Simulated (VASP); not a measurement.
Runs of VASP 6.6.1 on AlN. The structure is that of space group F-43m (No. 216), or close to it. The cells are those of the table. 

```csv
task,cell,cutoff (eV),gap on the mesh (eV),pressure (GPa)
single point,"a = 3.049 Å, angles 60.0, 60.0, 90.0°, 2 atoms",520,3.20,10.1
relaxation of cell and atoms,"relaxed to -2 GPa from a = 3.095 Å, angles 60.0, 60.0, 90.0°, 2 atoms",600,3.18,-2.0
single point,"a = 3.086 Å, angles 60.0, 60.0, 90.0°, 2 atoms",520,3.19,(a)
single point,"a = 3.062 Å, angles 60.0, 60.0, 90.0°, 2 atoms",520,3.20,7.0
single point,"a = 3.106 Å, angles 60.0, 60.0, 90.0°, 2 atoms",520,3.18,-2.0
relaxation of cell and atoms,"relaxed to 7 GPa from a = 3.095 Å, angles 60.0, 60.0, 90.0°, 2 atoms",600,3.20,7.0
relaxation of cell and atoms,"relaxed to 4 GPa from a = 3.095 Å, angles 60.0, 60.0, 90.0°, 2 atoms",600,3.19,4.0
relaxation of cell and atoms,"relaxed to 2 GPa from a = 3.095 Å, angles 60.0, 60.0, 90.0°, 2 atoms",600,3.19,2.0
```

Alike in all rows: level PBEsol; potentials or basis VASP PAW PBE potentials, release 64 (Al, N); no spin polarisation; k mesh 10 × 10 × 10; smearing gaussian 0.01 eV.

Estimate the missing entries.

(a) 1.9.

Caveats: the PAW data sets were made with another functional, which shifts forces and pressure a little; the cell is relaxed towards a set pressure, so the enthalpy falls and the energy may rise (some runs).

A k mesh can miss the band edges.
